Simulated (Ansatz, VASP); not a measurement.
# WC: VASP beside Ansatz

File POSCAR:

```
WC
1.0
    2.8869927008      0.0000000000      0.0000000000
   -1.4434963504      2.5002090195      0.0000000000
    0.0000000000      0.0000000000      2.8175618425
W C
1 1
Direct
    0.0000000000      0.0000000000      0.0000000000
    0.6666666667      0.3333333333      0.5000000000
```

File INCAR.step1:

```
SYSTEM = WC
ALGO = Normal
EDIFF = 1E-5
ENCUT = 520
GGA = PE
ISIF = 2
ISMEAR = -1
LASPH = .TRUE.
LCHARG = .FALSE.
LREAL = .FALSE.
LWAVE = .TRUE.
NBANDS = 16
NELM = 100
PREC = Accurate
SIGMA = 0.05
```

Contents of INCAR.step2:

```
SYSTEM = WC
AEXX = 0.2
AGGAC = 0.81
AGGAX = 0.72
ALDAC = 0.19
ALGO = Normal
EDIFF = 1E-6
ENCUT = 520
GGA = B3
ISIF = 2
ISMEAR = -1
ISTART = 1
LASPH = .TRUE.
LCHARG = .FALSE.
LHFCALC = .TRUE.
LREAL = .FALSE.
LWAVE = .FALSE.
NBANDS = 16
NELM = 100
PREC = Accurate
PRECFOCK = Normal
SIGMA = 0.05
```

File KPOINTS:

```
k-points
0
G
  5 5 5
  0 0 0
```

Contents of input.yaml:

```yaml
crystal:
  lattice:
    - [2.8869927008, 0.0, 0.0]
    - [-1.4434963504, 2.5002090195, 0.0]
    - [0.0, 0.0, 2.8175618425]
  atoms:
    - { symbol: W, position: [0.0, 0.0, 0.0] }
    - { symbol: C, position: [0.6666666667, 0.3333333333, 0.5] }
hamiltonian:
  xc: b3lyp
  pseudopotentials: { kind: paw }
kpoints:
  mp_grid: { grid: [5, 5, 5] }
scf:
  occupations: { method: fermi_dirac, width: 0.05 }
output:
  forces: true
  stress: true
  eigenvalues: true
  write_density: true
  write_potential: true
  elf: true
  volumetric_format: npy
```

Alike in both runs: task single point; functional B3LYP; k mesh 5 × 5 × 5; occupations fermi-dirac, width 0.05 eV; no spin polarisation.

```csv
,VASP,Ansatz
version,VASP 6.6.1,Ansatz 0.2.0
potentials or method,"VASP PAW PBE potentials, release 64 (W_sv, C)",Ansatz PAW
plane-wave cutoff (eV),520,420
valence electrons in the cell,18,18
```

```tsv
	VASP	Ansatz	Ansatz less VASP
gap on the k mesh at the Fermi level (eV)	none	none	-
pressure (GPa)	19.5	17.7	-1.79
traceless stress, the component that is largest in VASP (GPa)	-2.43	-2.71	-0.282
```

VASP's potentials were made for PBE, not for B3LYP. A gap of «none» marks a metal or a gap that the smearing closes. With one functional, cell and mesh, what is left measures potentials, basis and numerics.

The k mesh is coarse, so the values compare programs but aren't converged. Neither program's run includes spin-orbit coupling.
